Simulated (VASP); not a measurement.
A run of VASP 6.6.1 is set up as follows.

The input INCAR:

```
SYSTEM = C
PREC = Accurate
ENCUT = 520
EDIFF = 1E-6
ISMEAR = 0
SIGMA = 0.05
LREAL = .False.
LASPH = .True.
NELM = 150
ALGO = Normal
ISIF = 2
LWAVE = .False.
LCHARG = .False.
ISPIN = 2
MAGMOM = 3 2
LORBIT = 11
GGA = PE
NBANDS = 15
```

File KPOINTS:

```
regular mesh
0
Gamma
  12 12 12
  0 0 0
```

Contents of POSCAR:

```
C
1.0
    0.0000000000      1.7857375322      1.7857375322
    1.7857375322      0.0000000000      1.7857375322
    1.7857375322      1.7857375322      0.0000000000
C
2
Direct
    0.5419994532      0.4580005468      0.3740016403
    0.7500000000      0.7500000000      0.7500000000
```

Potentials or basis: VASP PAW PBE potentials, release 64 (C).

Run with:

```console
$ cat potpaw_PBE.64/C/POTCAR > POTCAR
$ mpirun -np 1 vasp_std > vasp.out
```

(1) Estimate the net moment.

(2) Predict the pressure.

Answers

(1) 0.00 μB per cell.

(2) 39.1 GPa.

Caveat: the cell stands under pressure.
